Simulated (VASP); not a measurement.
# SrTiO3 (Pm-3m) in VASP: single point with r2SCAN

Aim: the single point of SrTiO3 with r2SCAN.

Program: VASP 6.6.1. These are calculated values, not measurements. Logs are shortened: lines on timing, memory, paths and dates and some standing lists are left out, and cuts for length are marked.

## Step 1: The cell of the first run

The structure is cubic, space group Pm-3m (No. 221). The conventional cell has a = 3.907 Å, b = 3.907 Å, c = 3.907 Å, α = 90.00°, β = 90.00°, γ = 90.00°. Within 3.6 Å of Sr (site symmetry m-3m) lie 12 O at 2.76 Å and 8 Ti at 3.38 Å. Ti (site symmetry m-3m) has 6 O at 1.95 Å within 2.6 Å. O (site symmetry 4/mmm) has 2 Ti at 1.95 Å within 2.6 Å.

## Step 2: Single point, r2SCAN

The input, POSCAR:

```
SrTiO3
1.0
    3.9068462642      0.0000000000      0.0000000000
    0.0000000000      3.9068462642      0.0000000000
    0.0000000000      0.0000000000      3.9068462642
Sr Ti O
1 1 3
Direct
    0.5000000000      0.5000000000      0.5000000000
    0.0000000000      0.0000000000      0.0000000000
    0.5000000000      0.0000000000      0.0000000000
    0.0000000000      0.5000000000      0.0000000000
    0.0000000000      0.0000000000      0.5000000000
```

The input, INCAR.step1:

```
SYSTEM = SrTiO3
PREC = Accurate
ENCUT = 660
ISMEAR = -1
SIGMA = 0.1
LREAL = .FALSE.
LASPH = .TRUE.
NELM = 120
NBANDS = 28
GGA = PE
ALGO = Normal
EDIFF = 1E-5
LWAVE = .TRUE.
LCHARG = .FALSE.
GGA_COMPAT = .FALSE.
```

The input, INCAR.step2:

```
SYSTEM = SrTiO3
PREC = Accurate
ENCUT = 660
EDIFF = 1E-6
ISMEAR = -1
SIGMA = 0.1
LREAL = .FALSE.
LASPH = .TRUE.
NELM = 120
ALGO = Normal
ISIF = 2
LWAVE = .FALSE.
LCHARG = .FALSE.
METAGGA = R2SCAN
LMIXTAU = .TRUE.
NBANDS = 28
ISTART = 1
GGA_COMPAT = .FALSE.
```

The input, KPOINTS:

```
Automatic mesh
0
G
  8 8 8
  0 0 0
```

Potentials or basis: VASP PAW PBE potentials, release 64 (Sr_sv, Ti_sv, O).

Run with:

```console
$ cat potpaw_PBE.64/Sr_sv/POTCAR potpaw_PBE.64/Ti_sv/POTCAR potpaw_PBE.64/O/POTCAR > POTCAR
$ cp INCAR.step1 INCAR
$ mpirun -np 1 vasp_std > vasp.out
$ cp INCAR.step2 INCAR
$ mpirun -np 1 vasp_std > vasp.out
```

OUTCAR:

```text
SYSTEM = SrTiO3
   PREC = Accurate
   ENCUT = 660
   EDIFF = 1E-6
   ISMEAR = -1
   LREAL = .FALSE.
   LASPH = .TRUE.
   NELM = 120
   ISIF = 2
   METAGGA = R2SCAN
   ISTART = 1

 ion  position               nearest neighbor table
   1  0.500  0.500  0.500-   3 2.76   4 2.76   5 2.76   3 2.76   4 2.76   3 2.76   5 2.76   3 2.76
                             4 2.76   5 2.76   4 2.76   5 2.76   2 3.38   2 3.38   2 3.38   2 3.38
   2  0.000  0.000  0.000-   3 1.95   4 1.95   5 1.95   5 1.95   4 1.95   3 1.95   1 3.38   1 3.38
                             1 3.38   1 3.38   1 3.38   1 3.38   1 3.38   1 3.38
   3  0.500  0.000  0.000-   2 1.95   2 1.95   1 2.76   1 2.76   1 2.76   1 2.76
   4  0.000  0.500  0.000-   2 1.95   2 1.95   1 2.76   1 2.76   1 2.76   1 2.76
   5  0.000  0.000  0.500-   2 1.95   2 1.95   1 2.76   1 2.76   1 2.76   1 2.76

  LATTYP: Found a simple cubic cell.
 ALAT       =     3.9068462642

  Lattice vectors:

 A1 = (   3.9068462642,   0.0000000000,   0.0000000000)
 A2 = (   0.0000000000,   3.9068462642,   0.0000000000)
 A3 = (   0.0000000000,   0.0000000000,   3.9068462642)

Analysis of symmetry for initial positions (statically):
=====================================================================
 Subroutine PRICEL returns:
 Original cell was already a primitive cell.

 Routine SETGRP: Setting up the symmetry group for a
 simple cubic supercell.

 Subroutine GETGRP returns: Found 48 space group operations
 (whereof 48 operations were pure point group operations)
 out of a pool of 48 trial point group operations.

The static configuration has the point symmetry O_h .

Analysis of symmetry for dynamics (positions and initial velocities):
=====================================================================
 Subroutine PRICEL returns:
 Original cell was already a primitive cell.

 Routine SETGRP: Setting up the symmetry group for a
 simple cubic supercell.

 Subroutine GETGRP returns: Found 48 space group operations
 (whereof 48 operations were pure point group operations)
 out of a pool of 48 trial point group operations.

The dynamic configuration has the point symmetry O_h .

 Subroutine INISYM returns: Found 48 space group operations
 (whereof 48 operations are pure point group operations),
 and found     1 'primitive' translations

----------------------------------------------------------------------------------------

                                     Primitive cell

  volume of cell :      59.6319

  direct lattice vectors                    reciprocal lattice vectors
     3.906846264  0.000000000  0.000000000     0.255960929  0.000000000  0.000000000
     0.000000000  3.906846264  0.000000000     0.000000000  0.255960929  0.000000000
     0.000000000  0.000000000  3.906846264     0.000000000  0.000000000  0.255960929

  length of vectors
     3.906846264  3.906846264  3.906846264     0.255960929  0.255960929  0.255960929

  position of ions in fractional coordinates (direct lattice)
     0.500000000  0.500000000  0.500000000
     0.000000000  0.000000000  0.000000000
     0.500000000  0.000000000  0.000000000
     0.000000000  0.500000000  0.000000000
     0.000000000  0.000000000  0.500000000

  ion indices of the primitive-cell ions
   primitive index   ion index
                 1           1
                 2           2
                 3           3
                 4           4
                 5           5

----------------------------------------------------------------------------------------

 KPOINTS: Automatic mesh

Automatic generation of k-mesh.
 Grid dimensions read from file:
 generate k-points for:    8    8    8

 Generating k-lattice:

  Cartesian coordinates                     Fractional coordinates (reciprocal lattice)
     0.031995116  0.000000000  0.000000000     0.125000000  0.000000000  0.000000000
     0.000000000  0.031995116  0.000000000     0.000000000  0.125000000  0.000000000
     0.000000000  0.000000000  0.031995116     0.000000000  0.000000000  0.125000000

  Length of vectors
     0.031995116  0.031995116  0.031995116

  Shift w.r.t. Gamma in fractional coordinates (k-lattice)
     0.000000000  0.000000000  0.000000000

 Subroutine IBZKPT returns following result:
 ===========================================

 Found     35 irreducible k-points:

 Following reciprocal coordinates:
            Coordinates               Weight
  0.000000  0.000000  0.000000      1.000000
  0.125000  0.000000  0.000000      6.000000
  0.250000  0.000000  0.000000      6.000000
  0.375000  0.000000  0.000000      6.000000
  0.500000  0.000000  0.000000      3.000000
  0.125000  0.125000  0.000000     12.000000
[... 16 lines left out ...]
  0.375000  0.375000  0.125000     24.000000
  0.500000  0.375000  0.125000     24.000000
 [... further k-points ...]
   k-points           NKPTS =     35   k-points in BZ     NKDIM =     35   number of bands    NBANDS=     28
   number of dos      NEDOS =    301   number of ions     NIONS =      5
   total plane-waves  NPLWV =  46656
   dimension x,y,z NGX =    36 NGY =   36 NGZ =   36
   dimension x,y,z NGXF=    72 NGYF=   72 NGZF=   72
   ions per type =               1   1   3
   NGX,Y,Z   is equivalent  to a cutoff of  15.32, 15.32, 15.32 a.u.
   NGXF,Y,Z  is equivalent  to a cutoff of  30.64, 30.64, 30.64 a.u.
 SYSTEM =  SrTiO3
   PREC   = accura    normal or accurate (medium, high low for compatibility)
   ISTART =      1    job   : 0-new  1-cont  2-samecut
   ICHARG =      0    charge: 1-file 2-atom 10-const
   ISPIN  =      1    spin polarized calculation?
   LNONCOLLINEAR =      F non collinear calculations
   LSORBIT =      F    spin-orbit coupling
   LASPH  =      T    aspherical Exc in radial PAW
   ENCUT  =  660.0 eV  48.51 Ry    6.96 a.u.   8.18  8.18  8.18*2*pi/ulx,y,z
   NELM   =    120;   NELMIN=  2; NELMDL=  0     # of ELM steps
   EDIFF  = 0.1E-05   stopping-criterion for ELM
   LREAL  =      F    real-space projection
   EDIFFG = 0.1E-04   stopping-criterion for IOM
   NSW    =      0    number of steps for IOM
   IBRION =     -1    ionic relax: 0-MD 1-quasi-New 2-CG
   NFREE  =      0    steps in history (QN), initial steepest desc. (CG)
   ISIF   =      2    stress and relaxation
   ISYM   =      2    0-nonsym 1-usesym 2-fastsym
   POTIM  = 0.5000    time-step for ionic-motion
   TEBEG  =    0.0;   TEEND  =   0.0 temperature during run
   PSTRESS=    0.0 pullay stress
   NELECT =      40.0000    total number of electrons
   NUPDOWN=      -1.0000    fix difference up-down
   EMIN   =  10.00;   EMAX   =-10.00  energy-range for DOS
   EFERMI =   0.00;   METHOD = LEGACY
   ISMEAR =    -1;   SIGMA  =   0.10  broadening in eV -4-tet -1-fermi 0-gaus
   EFERMI_NEDOS =   21; number of points for ismear=-14 and -15
   IALGO  =     38    algorithm
   IMIX   =      4    mixing-type and parameters
     AMIX     =   0.40;   BMIX     =  1.00
     AMIX_MAG =   1.60;   BMIX_MAG =  1.00
  volume/ion in A,a.u.               =      11.93        80.48
  Fermi-wavevector in a.u.,A,eV,Ry     =   1.433074  2.708116 27.942285  2.053700
  Thomas-Fermi vector in A             =   2.552632
   LORBIT       =      0    0 simple, 1 ext, 2 COOP (PROOUT), +10 PAW based schemes
   METAGGA = R2SCAN    functional components
   LHFCALC =     F    Hartree Fock is set to
   AEXX    =    0.0000 exact exchange contribution
   IVDW    =     0    specifies the selected vdW correction
   LEPSILON=     F    determine dielectric tensor
   LRPA    =     F    only Hartree local field effects (RPA)
 non-spin polarized calculation
  energy-cutoff  :      660.00
  volume of cell :       59.63
 maximum number of plane-waves:      2320
 NGX is ok and might be reduce to    36
   NGX = 17   NGY = 17   NGZ = 17

 number of electron      40.0000010 magnetization

 Free energy of the ion-electron system (eV)
  ---------------------------------------------------
  ext. energy  EPLUGINS =         0.00000000
  ---------------------------------------------------
  free energy    TOTEN  =       -63.34485534 eV

  energy without entropy =      -63.34485253  energy(sigma->0) =      -63.34485394

 E-fermi :   5.0152     XC(G=0): -11.9242

 val. band max:        3.8337232899   @ k =   0.5000   0.5000   0.5000
 cond. band min:       6.1091947317   @ k =   0.0000   0.0000   0.0000
 fundamental gap:      2.2754714418
 Fermi energy:         5.0152082894

 k-point     1 :       0.0000    0.0000    0.0000
  band No.  band energies     occupation
      1     -54.8441      2.00000
      2     -30.0403      2.00000
      3     -30.0403      2.00000
      4     -30.0403      2.00000
      5     -30.0384      2.00000
      6     -14.5776      2.00000
[... 20 lines left out ...]
     27       9.8082      0.00000
     28      10.9025      0.00000

 k-point     2 :       0.1250    0.0000    0.0000
  band No.  band energies     occupation
      1     -54.8439      2.00000
      2     -30.0876      2.00000
      3     -30.0399      2.00000
      4     -30.0399      2.00000
      5     -29.9992      2.00000
      6     -14.5741      2.00000
[... 20 lines left out ...]
     27      10.0853      0.00000
     28      11.2713      0.00000

 k-point     3 :       0.2500    0.0000    0.0000
  band No.  band energies     occupation
      1     -54.8433      2.00000
      2     -30.1374      2.00000
      3     -30.0389      2.00000
      4     -30.0388      2.00000
      5     -29.9689      2.00000
      6     -14.6134      2.00000
[... 20 lines left out ...]
     27      10.7576      0.00000
     28      12.2790      0.00000

 k-point     4 :       0.3750    0.0000    0.0000
  band No.  band energies     occupation
      1     -54.8427      2.00000
      2     -30.1761      2.00000
      3     -30.0378      2.00000
      4     -30.0378      2.00000
      5     -29.9495      2.00000
      6     -14.6963      2.00000
[... 578 lines left out ...]
     27      12.6440      0.00000
     28      12.9365      0.00000

 k-point    23 :       0.3750    0.3750    0.1250
  band No.  band energies     occupation
      1     -54.8410      2.00000
      2     -30.1267      2.00000
      3     -30.1054      2.00000
      4     -30.0475      2.00000
      5     -29.9771      2.00000
      6     -14.1290      2.00000
[... 20 lines left out ...]
     27      12.7069      0.00000
     28      13.1367      0.00000

 k-point    24 :       0.5000    0.3750    0.1250
  band No.  band energies     occupation
      1     -54.8408      2.00000
      2     -30.1289      2.00000
      3     -30.1050      2.00000
      4     -30.0467      2.00000
      5     -29.9841      2.00000
      6     -14.0466      2.00000
[... 20 lines left out ...]
     27      12.6972      0.00000
     28      13.2757      0.00000

 [... further k-points ...]

------------------------ aborting loop because EDIFF is reached ----------------------------------------

  FORCE on cell =-STRESS in cart. coord.  units (eV):
  Direction    XX          YY          ZZ          XY          YZ          ZX
  --------------------------------------------------------------------------------------
  -------------------------------------------------------------------------------------
  Total        0.2685490      0.2685490      0.2685490     -0.0000000      0.0000000     -0.0000000
  in kB        7.2153127      7.2153127      7.2153127     -0.0000000      0.0000000     -0.0000000
  external PRESSURE =       7.2153127 kB  Pullay stress =       0.0000000 kB

 VOLUME and BASIS-vectors are now :
 -----------------------------------------------------------------------------
  energy-cutoff  :      660.00
  volume of cell :       59.63
      direct lattice vectors                 reciprocal lattice vectors
     3.906846264  0.000000000  0.000000000     0.255960929  0.000000000  0.000000000
     0.000000000  3.906846264  0.000000000     0.000000000  0.255960929  0.000000000
     0.000000000  0.000000000  3.906846264     0.000000000  0.000000000  0.255960929

 POSITION                                       TOTAL-FORCE (eV/Angst)
 -----------------------------------------------------------------------------------
      1.95342      1.95342      1.95342         0.000000      0.000000      0.000000
      0.00000      0.00000      0.00000         0.000000      0.000000      0.000000
      1.95342      0.00000      0.00000         0.000000      0.000000      0.000000
      0.00000      1.95342      0.00000         0.000000      0.000000      0.000000
      0.00000      0.00000      1.95342         0.000000      0.000000      0.000000
 -----------------------------------------------------------------------------------
    total drift:                                0.000000      0.000000     -0.000000

  FREE ENERGIE OF THE ION-ELECTRON SYSTEM (eV)
  ---------------------------------------------------
  free  energy   TOTEN  =       -63.3448553440 eV

  energy  without entropy=      -63.3448525343  energy(sigma->0) =      -63.34485394
```

Wall time 3.5 min (1 thread of Intel Xeon Platinum 8375C at 2.90GHz (Ice Lake), shared host); peak memory 0.27 GiB.

What came out:

```
Free energy            : -63.3449 eV
Pressure               : 0.7 GPa
Band gap on the k mesh : 2.28 eV, indirect (least direct gap 2.66 eV)
```

Caveat: the PAW data sets were made with another functional, which shifts forces and pressure a little. A k mesh can miss the band edges.
